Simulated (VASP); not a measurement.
# Al (P-1) in VASP: a series of runs, part 2 of 2

VASP 6.6.1. The steps go on from the part before.

### 5 Single point, PBE

The input, INCAR:

```
ALGO = Normal ; EDIFF = 1E-7
ENCUT = 520 ; GGA = PE
ISIF = 2 ; ISMEAR = 0
LASPH = True ; LCHARG = False
LREAL = False ; LWAVE = False
NBANDS = 8 ; NELM = 80
PREC = Accurate ; SIGMA = 0.05
```

The input, KPOINTS:

```
k-points
0
Gamma
  8 9 8
```

The input, POSCAR:

```
Al
1.0
   -1.5759003900      1.6569236100      1.6579838500
    1.4794763400     -1.5976414500      1.5022776300
    1.6144548200      1.6361958800     -1.5987016800
Al
1
Direct
    0.0000000000      0.0000000000      0.0000000000
```

Potentials or basis: VASP PAW PBE potentials, release 64 (Al).

Run with:

```console
> cat potpaw_PBE.64/Al/POTCAR > POTCAR
> mpirun -np 1 vasp_std > vasp.out
```

OUTCAR:

```text
EDIFF = 1E-7
   ENCUT = 520
   GGA = PE
   ISIF = 2
   ISMEAR = 0
   LASPH = True
   LREAL = False
   NELM = 80
   PREC = Accurate

 ion  position               nearest neighbor table
   1  0.000  0.000  0.000-

  LATTYP: Found a triclinic cell.
 ALAT       =     2.6454010133
 B/A-ratio  =     1.6944159200
 C/A-ratio  =     1.0676998823
 COS(alpha) =     0.0003266186
 COS(beta)  =     0.3329699808
 COS(gamma) =     0.8117332543

  Lattice vectors:

 A1 = (   1.4794763400,  -1.5976414500,   1.5022776300)
 A2 = (  -0.1349784800,  -3.2338373300,   3.1009793100)
 A3 = (   1.5759003900,  -1.6569236100,  -1.6579838500)

Analysis of symmetry for initial positions (statically):
=====================================================================
 Subroutine PRICEL returns:
 Original cell was already a primitive cell.

 Routine SETGRP: Setting up the symmetry group for a
 triclinic supercell.

 Subroutine GETGRP returns: Found  2 space group operations
 (whereof  2 operations were pure point group operations)
 out of a pool of  2 trial point group operations.

The static configuration has the point symmetry S_2 .

Analysis of symmetry for dynamics (positions and initial velocities):
=====================================================================
 Subroutine PRICEL returns:
 Original cell was already a primitive cell.

 Routine SETGRP: Setting up the symmetry group for a
 triclinic supercell.

 Subroutine GETGRP returns: Found  2 space group operations
 (whereof  2 operations were pure point group operations)
 out of a pool of  2 trial point group operations.

The dynamic configuration has the point symmetry S_2 .

 Subroutine INISYM returns: Found  2 space group operations
 (whereof  2 operations are pure point group operations),
 and found     1 'primitive' translations

----------------------------------------------------------------------------------------

                                     Primitive cell
[... 112 lines left out ...]
  Thomas-Fermi vector in A             =   2.062440
   LORBIT       =      0    0 simple, 1 ext, 2 COOP (PROOUT), +10 PAW based schemes
   GGA     = PE    functional components
   LHFCALC =     F    Hartree Fock is set to
   AEXX    =    0.0000 exact exchange contribution
   IVDW    =     0    specifies the selected vdW correction
   LEPSILON=     F    determine dielectric tensor
   LRPA    =     F    only Hartree local field effects (RPA)
 non-spin polarized calculation
 Gauss-broadening in eV      SIGMA  =   0.05
  energy-cutoff  :      520.00
  volume of cell :       16.08
 maximum number of plane-waves:       444
 NGX is ok and might be reduce to    24
   NGX = 11   NGY =  9   NGZ = 11

 number of electron       3.0000000 magnetization

 Free energy of the ion-electron system (eV)
  ---------------------------------------------------
  ext. energy  EPLUGINS =         0.00000000
  ---------------------------------------------------
  free energy    TOTEN  =        -3.61820034 eV

  energy without entropy =       -3.61751414  energy(sigma->0) =       -3.61785724

 E-fermi :   8.2041     XC(G=0): -10.2939

 val. band max:        8.2025749785   @ k =   0.3750   0.3333   0.5000
 cond. band min:       8.2100608324   @ k =   0.2500   0.1111   0.1250
 fundamental gap:      0.0074858539
 Fermi energy:         8.2041173852

 k-point     1 :       0.0000    0.0000    0.0000
  band No.  band energies     occupation
      1      -3.0394      2.00000
      2      20.7470      0.00000
      3      21.6151      0.00000
      4      22.1143      0.00000
      5      22.2723      0.00000
      6      22.7806      0.00000
      7      24.2967      0.00000
      8      24.3587      0.00000
[... 243 lines left out ...]
 k-point    24 :       0.2500    0.3333   -0.0000
  band No.  band energies     occupation
      1       4.4987      2.00000
      2       7.5120      2.00000
      3       8.4659      0.00000
      4      15.0406      0.00000
      5      21.3902      0.00000
      6      24.6829      0.00000
      7      25.8901      0.00000
      8      29.0485      0.00000

 [... further k-points ...]

------------------------ aborting loop because EDIFF is reached ----------------------------------------

  FORCE on cell =-STRESS in cart. coord.  units (eV):
  Direction    XX          YY          ZZ          XY          YZ          ZX
  --------------------------------------------------------------------------------------
  -------------------------------------------------------------------------------------
  Total        0.2368027      0.6758990      0.3059716     -0.1764208     -0.2632398      0.3085757
  in kB       23.6001919     67.3613241     30.4936898    -17.5824215    -26.2349563     30.7532115
  external PRESSURE =      40.4850686 kB  Pullay stress =       0.0000000 kB

 VOLUME and BASIS-vectors are now :
 -----------------------------------------------------------------------------
  energy-cutoff  :      520.00
  volume of cell :       16.08
      direct lattice vectors                 reciprocal lattice vectors
    -1.575900390  1.656923610  1.657983850     0.005979769  0.297994469  0.311021997
     1.479476340 -1.597641450  1.502277630     0.333519928 -0.009787513  0.326789278
     1.614454820  1.636195880 -1.598701680     0.319605524  0.299847346  0.004126893

 POSITION                                       TOTAL-FORCE (eV/Angst)
 -----------------------------------------------------------------------------------
      0.00000      0.00000      0.00000        -0.000000     -0.000000      0.000000
 -----------------------------------------------------------------------------------
    total drift:                                0.000000     -0.000000     -0.000000

  FREE ENERGIE OF THE ION-ELECTRON SYSTEM (eV)
  ---------------------------------------------------
  free  energy   TOTEN  =        -3.6182003357 eV

  energy  without entropy=       -3.6175141376  energy(sigma->0) =       -3.61785724
```

Run time: 8.3 s. Hardware: 1 thread of Intel Xeon 6975P-C (Granite Rapids), shared host; peak memory 0.15 GiB.

Results:

```
Free energy            : -3.6182 eV
Pressure               : 4.0 GPa
Band gap on the k mesh : zero (an odd number of electrons rules out a gap without spin polarisation)
```

Caveat: the cell stands under pressure.

### 6 Single point, PBE

The input, INCAR:

```
ALGO = Normal
EDIFF = 1E-6
ENCUT = 520
GGA = PE
ISIF = 2
ISMEAR = 0
LASPH = True
LCHARG = True
LELF = True
LREAL = False
LVHAR = True
LWAVE = False
NBANDS = 8
NELM = 60
PREC = Accurate
SIGMA = 0.025
```

KPOINTS is that of step 5.

POSCAR is that of step 5.

Potentials or basis: VASP PAW PBE potentials, release 64 (Al).

Run with:

```console
> cat potpaw_PBE.64/Al/POTCAR > POTCAR
> mpirun -np 1 vasp_std > vasp.out
```

It took 7.9 s on 1 thread of Intel Xeon 6975P-C (Granite Rapids), shared host; peak memory 0.15 GiB.

Results (log left out):

| Item | Value |
| --- | --- |
| Free energy | -3.6179 eV |
| Pressure | 4.1 GPa |
| Band gap on the k mesh | zero (an odd number of electrons rules out a gap without spin polarisation) |

Stress tensor (GPa, compression positive):
```
 2.51 -1.69  2.97
-1.69  6.69 -2.76
 2.97 -2.76  2.96
```

Levels at points of the mesh, in eV from the Fermi level:
```csv
k point,band 1,band 2,band 3,band 4,band 5
"(0.00, 0.00, 0.00)",-11.24,12.54,13.41,13.91,14.07
"(0.50, 0.00, 0.00)",-4.63,-4.42,8.72,8.80,11.89
"(0.00, 0.00, 0.50)",-4.48,-4.10,8.03,8.25,11.45
"(0.50, 0.00, 0.50)",-4.46,-4.08,7.77,7.99,10.26
```

Caveat: the cell stands under pressure.

### 7 Overview

```tsv
level	k mesh	smearing	grid for exact exchange (PRECFOCK)	share of exact exchange	gap on the mesh (eV)	pressure (GPa)
r2SCANh	6 × 6 × 6	fermi-dirac 0.05 eV	Normal	0.1	none	1.8
r2SCAN50	6 × 6 × 6	fermi-dirac 0.05 eV	Normal	0.5	none	2.4
PBE	8 × 9 × 8	methfessel-paxton 0.1 eV	-	-	none	4.0
PBE	8 × 9 × 8	gaussian 0.05 eV	-	-	none	4.0
PBE	8 × 9 × 8	gaussian 0.025 eV	-	-	none	4.1
```

Alike in all rows: task single point; potentials or basis VASP PAW PBE potentials, release 64 (Al); no spin polarisation; cell as given; cutoff (eV) 520.

Caveats: some runs use coarse meshes; the cell stands under pressure (at least some runs); the PAW data sets were made with another functional, which shifts forces and pressure a little (at least some runs).

Absolute energies hang on the potentials; compare differences alone.
